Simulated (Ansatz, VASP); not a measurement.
## ZnCu in VASP and in Ansatz

Contents of POSCAR:

```
ZnCu
1.0
    2.9450000000      0.0000000000      0.0000000000
    0.0000000000      2.9450000000      0.0000000000
    0.0000000000      0.0000000000      2.9450000000
Zn Cu
1 1
Direct
    0.5000000000      0.5000000000      0.5000000000
    0.0000000000      0.0000000000      0.0000000000
```

File INCAR.step1:

```
SYSTEM = ZnCu
ALGO     = Normal         ! electronic algorithm
EDIFF    = 1E-5           ! SCF threshold, eV
ENCUT    = 660            ! plane-wave cutoff, eV
GGA      = PE             ! functional
GGA_COMPAT= .FALSE.      
ISMEAR   = -1             ! smearing method
LASPH    = .TRUE.         ! aspherical terms in the spheres
LCHARG   = .FALSE.        ! write CHGCAR
LREAL    = .FALSE.        ! projectors in reciprocal space
LWAVE    = .TRUE.         ! write WAVECAR
NBANDS   = 18             ! bands
NELM     = 120            ! most SCF steps
PREC     = Accurate       ! precision mode
SIGMA    = 0.05           ! smearing width, eV
```

The input INCAR.step2:

```
SYSTEM = ZnCu
ALGO     = Normal         ! electronic algorithm
EDIFF    = 1E-6           ! SCF threshold, eV
ENCUT    = 660            ! plane-wave cutoff, eV
GGA_COMPAT= .FALSE.      
ISIF     = 2              ! what is computed and relaxed
ISMEAR   = -1             ! smearing method
ISTART   = 1            
LASPH    = .TRUE.         ! aspherical terms in the spheres
LCHARG   = .FALSE.        ! write CHGCAR
LMIXTAU  = .TRUE.       
LREAL    = .FALSE.        ! projectors in reciprocal space
LWAVE    = .FALSE.        ! write WAVECAR
METAGGA  = R2SCAN         ! meta-GGA
NBANDS   = 18             ! bands
NELM     = 120            ! most SCF steps
PREC     = Accurate       ! precision mode
SIGMA    = 0.05           ! smearing width, eV
```

KPOINTS

```
k-points
0
G
  9 9 9
  0 0 0
```

Contents of input.yaml:

```yaml
crystal:
  lattice:
    - [2.945, 0.0, 0.0]
    - [0.0, 2.945, 0.0]
    - [0.0, 0.0, 2.945]
  atoms:
    - { symbol: Zn, position: [0.5, 0.5, 0.5] }
    - { symbol: Cu, position: [0.0, 0.0, 0.0] }
hamiltonian:
  xc: r2scan
  pseudopotentials: { kind: paw }
kpoints:
  mp_grid: { grid: [9, 9, 9] }
scf:
  occupations: { method: fermi_dirac, width: 0.05 }
output:
  forces: true
  stress: true
  eigenvalues: true
  write_density: true
  write_potential: true
  elf: true
  volumetric_format: npy
```

Alike in both runs: task single point; functional r2SCAN; k mesh 9 × 9 × 9; occupations fermi-dirac, width 0.05 eV; no spin polarisation.

|  | VASP | Ansatz |
| --- | --- | --- |
| version | VASP 6.6.1 | Ansatz 0.2.0 |
| potentials or method | VASP PAW PBE potentials, release 64 (Zn, Cu) | Ansatz PAW |
| plane-wave cutoff (eV) | 660 | 500 |
| valence electrons in the cell | 23 | 31 |

```csv
,VASP,Ansatz,Ansatz less VASP
gap on the k mesh at the Fermi level (eV),none,none,-
pressure (GPa),-2.7,-3.1,-0.48
```

VASP's potentials were made for PBE, not for r2SCAN. A gap of «none» marks a metal or a gap that the smearing closes. VASP's potentials hold 23 valence electrons a cell and Ansatz's 31, so a difference there can come from the potentials and not from the codes.
